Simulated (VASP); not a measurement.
# MoS2 (P6_3/mmc) in VASP: a series of runs, part 2 of 2

VASP 6.6.1.

### Step 3. Relaxation of cell and atoms, PBEsol, target pressure 12 GPa, at which the enthalpy is minimised

This run uses another cell than the first one, of 15.13 Å³/atom.

Contents of INCAR:

```
SYSTEM = MoS2
  PREC = Accurate
  ENCUT = 600
  EDIFF = 1E-7
  ISMEAR = 0
  SIGMA = 0.02
  LREAL = .False.
  LASPH = .True.
  NELM = 60
  ALGO = Normal
  ISIF = 3
  LWAVE = .False.
  LCHARG = .False.
  GGA = PS
  IBRION = 2
  NSW = 70
  EDIFFG = -0.008
  PSTRESS = 120.0
```

Contents of KPOINTS:

```
regular mesh
0
Gamma
  12 12 4
  0 0 0
```

Contents of POSCAR:

```
MoS2
1.0
    3.0277796941      0.0000000000      0.0000000000
   -1.5138898470      2.6221341321      0.0000000000
    0.0000000000      0.0000000000     11.4365103995
Mo S
2 4
Direct
    0.6666666667      0.3333333333      0.2500000000
    0.3333333333      0.6666666667      0.7500000000
    0.6666666667      0.3333333333      0.6169308811
    0.3333333333      0.6666666667      0.3830691189
    0.6666666667      0.3333333333      0.8830691189
    0.3333333333      0.6666666667      0.1169308811
```

Potentials or basis: VASP PAW PBE potentials, release 64 (Mo_sv, S).

Started as:

```console
$ cat potpaw_PBE.64/Mo_sv/POTCAR potpaw_PBE.64/S/POTCAR > POTCAR
$ mpirun -np 1 vasp_std > vasp.out
```

OUTCAR:

```text
SYSTEM = MoS2
   PREC = Accurate
   ENCUT = 600
   EDIFF = 1E-7
   ISMEAR = 0
   LREAL = .False.
   LASPH = .True.
   NELM = 60
   ISIF = 3
   GGA = PS
   IBRION = 2
   NSW = 70
   EDIFFG = -0.008
   PSTRESS = 120.0

 ion  position               nearest neighbor table
   1  0.667  0.333  0.250-   4 2.32   6 2.32   4 2.32   6 2.32   4 2.32   6 2.32
   2  0.333  0.667  0.750-   3 2.32   5 2.32   3 2.32   5 2.32   3 2.32   5 2.32
   3  0.667  0.333  0.617-   2 2.32   2 2.32   2 2.32
   4  0.333  0.667  0.383-   1 2.32   1 2.32   1 2.32
   5  0.667  0.333  0.883-   2 2.32   2 2.32   2 2.32
   6  0.333  0.667  0.117-   1 2.32   1 2.32   1 2.32

  LATTYP: Found a hexagonal cell.
 ALAT       =     3.0277796941
 C/A-ratio  =     3.7771937046

  Lattice vectors:

 A1 = (   3.0277796941,   0.0000000000,   0.0000000000)
 A2 = (  -1.5138898470,   2.6221341321,   0.0000000000)
 A3 = (   0.0000000000,   0.0000000000,  11.4365103995)

Analysis of symmetry for initial positions (statically):
=====================================================================
 Subroutine PRICEL returns:
 Original cell was already a primitive cell.

 Routine SETGRP: Setting up the symmetry group for a
 hexagonal supercell.

 Subroutine GETGRP returns: Found 24 space group operations
 (whereof 12 operations were pure point group operations)
 out of a pool of 24 trial point group operations.

The static configuration has the point symmetry D_3d.
 The point group associated with its full space group is D_6h.

Analysis of symmetry for dynamics (positions and initial velocities):
[... 179 lines left out ...]
  external PRESSURE =      92.2615316 kB  Pullay stress =     120.0000000 kB
[... 109 lines left out ...]
  energy  without entropy=      -46.6303870889  energy(sigma->0) =      -46.63038709

  enthalpy is  TOTEN    =       -39.5918561455 eV   P V=        7.0385309435

 E-fermi :   9.7239     XC(G=0): -11.8420

 val. band max:        9.5887865912   @ k =   0.0000   0.0000   0.0000
 cond. band min:      10.0082579441   @ k =   0.1667   0.1667   0.0000
 fundamental gap:      0.4194713529
 Fermi energy:         9.7238575293

 k-point     1 :       0.0000    0.0000    0.0000
  band No.  band energies     occupation
      1     -51.9394      2.00000
      2     -51.9394      2.00000
      3     -26.2243      2.00000
      4     -26.2239      2.00000
      5     -25.8442      2.00000
      6     -25.8442      2.00000
[... 805 lines left out ...]
     30      11.5434      0.00000
     31      12.2758      0.00000

 [... further k-points ...]

[... ionic steps 4 to 8 ...]

--------------------------------------- Ionic step        9  -------------------------------------------

 number of electron      51.9999999 magnetization

------------------------ aborting loop because EDIFF is reached ----------------------------------------
[... 79 lines left out ...]
--------------------------------------- Ionic step       11  -------------------------------------------

 number of electron      51.9999999 magnetization

 Free energy of the ion-electron system (eV)
  ---------------------------------------------------
  ext. energy  EPLUGINS =         0.00000000
  ---------------------------------------------------
  free energy    TOTEN  =       -46.45897736 eV

  energy without entropy =      -46.45897736  energy(sigma->0) =      -46.45897736

 E-fermi :  10.1971     XC(G=0): -11.9863

 val. band max:       10.0482758056   @ k =   0.0000   0.0000   0.0000
 cond. band min:      10.2823513003   @ k =   0.1667   0.1667   0.0000
 fundamental gap:      0.2340754947
 Fermi energy:        10.1971151938

 k-point     1 :       0.0000    0.0000    0.0000
  band No.  band energies     occupation
      1     -51.6095      2.00000
      2     -51.6095      2.00000
      3     -25.8904      2.00000
      4     -25.8897      2.00000
      5     -25.5151      2.00000
      6     -25.5151      2.00000
[... 844 lines left out ...]
  energy  without entropy=      -46.4589773599  energy(sigma->0) =      -46.45897736

  enthalpy is  TOTEN    =       -39.6506244925 eV   P V=        6.8083528674

 reached required accuracy - stopping structural energy minimisation
```

OSZICAR:

```text
N       E                     dE             d eps       ncg     rms          rms(c)
DAV:   1     0.521662995591E+03    0.52166E+03   -0.32296E+04  3702   0.182E+03
[... 129 lines left out ...]
DAV:   1    -0.464600714486E+02   -0.16898E-02   -0.42093E-02  3587   0.144E+00    0.197E-01
DAV:   2    -0.464592409022E+02    0.83055E-03   -0.50713E-03  4410   0.389E-01    0.154E-01
DAV:   3    -0.464590482777E+02    0.19262E-03   -0.66291E-04  4176   0.150E-01    0.550E-02
DAV:   4    -0.464589831719E+02    0.65106E-04   -0.26276E-04  4239   0.899E-02    0.448E-02
DAV:   5    -0.464589794817E+02    0.36901E-05   -0.11601E-05  4394   0.196E-02    0.294E-02
DAV:   6    -0.464589776600E+02    0.18217E-05   -0.15355E-05  4399   0.219E-02    0.492E-03
DAV:   7    -0.464589773470E+02    0.31308E-06   -0.15635E-06  4135   0.741E-03    0.283E-03
DAV:   8    -0.464589773599E+02   -0.12964E-07   -0.57305E-08  2460   0.135E-03
  11 F= -.39650624E+02 E0= -.39650624E+02  d E =-.319195E-03
```

Wall time 17 min (1 thread of AMD EPYC 9R14 (Zen 4), shared host); peak memory 0.3 GiB.

Results:

```yaml
Free_energy: -46.4590 eV
Relaxed_volume: 15.15 Å³/atom
Relaxed_cell: a = 3.055 Å, b = 3.055 Å, c = 11.244 Å, α = 90.00°, β = 90.00°, γ = 120.00°
Space_group_after_relaxing_to_0.1_Å: P6_3/mmc (No. 194)
Energy_change_on_relaxing_the_run_minimises_the_enthalpy: -35.6 meV/atom
Ionic_steps: 11
Pressure_after_relaxing: 12.0 GPa
Band_gap_on_the_k_mesh: 0.23 eV (least direct gap 1.59 eV)
```

Forces on the atoms (eV/Å):
```
Mo   0.000  0.000  0.000
Mo   0.000  0.000  0.000
S    0.000  0.000  0.002
S    0.000  0.000 -0.002
S    0.000  0.000 -0.002
S    0.000  0.000  0.002
```

Step by step:
| step | energy change (eV) | largest force (eV/Å) | pressure (GPa) | volume (Å³) |
| --- | --- | --- | --- | --- |
| 1 | 0.0000 | 1.4876 | 21.23 | 90.80 |
| 2 | -0.1314 | 2.0300 | -9.69 | 102.73 |
| 3 | -0.3852 | 0.2605 | 10.29 | 93.97 |
| 4 | -0.3730 | 0.3169 | 10.80 | 93.81 |
| 5 | -0.3293 | 0.2373 | 11.29 | 92.85 |
| 6 | -0.1809 | 0.0198 | 12.86 | 90.48 |
| 7 | -0.1928 | 0.0363 | 12.74 | 90.64 |
| 8 | -0.2532 | 0.2032 | 10.01 | 91.51 |
| 9 | -0.2138 | 0.0384 | 11.89 | 90.91 |
| 10 | -0.2132 | 0.0294 | 12.12 | 90.90 |
| 11 | -0.2137 | 0.0022 | 12.01 | 90.90 |

Final structure:
```
CELL_PARAMETERS angstrom
3.05539 0.00000 0.00000
-1.52769 2.64604 0.00000
0.00000 0.00000 11.24367
ATOMIC_POSITIONS crystal
Mo 0.66667 0.33333 0.25000
Mo 0.33333 0.66667 0.75000
S 0.66667 0.33333 0.61049
S 0.33333 0.66667 0.38951
S 0.66667 0.33333 0.88951
S 0.33333 0.66667 0.11049
```

Levels at points of the mesh, in eV from the valence-band top:
```csv
k point,band 23,band 24,band 25,band 26,band 27,band 28,band 29,band 30
"(0.00, 0.00, 0.00)",-2.34,-2.00,-0.72,0.00,1.93,1.93,1.95,1.95
"(0.50, 0.00, 0.00)",-2.20,-2.03,-1.73,-1.54,1.62,1.73,1.80,2.46
"(0.00, 0.00, 0.50)",-2.42,-2.42,-0.21,-0.21,1.92,1.92,1.92,1.92
"(0.50, 0.00, 0.50)",-1.87,-1.87,-1.84,-1.84,1.66,1.66,2.17,2.17
```

Caveat: the cell is relaxed towards a set pressure, so the run minimises the enthalpy, not the energy; the PAW data sets were made with another functional, which shifts forces and pressure a little.
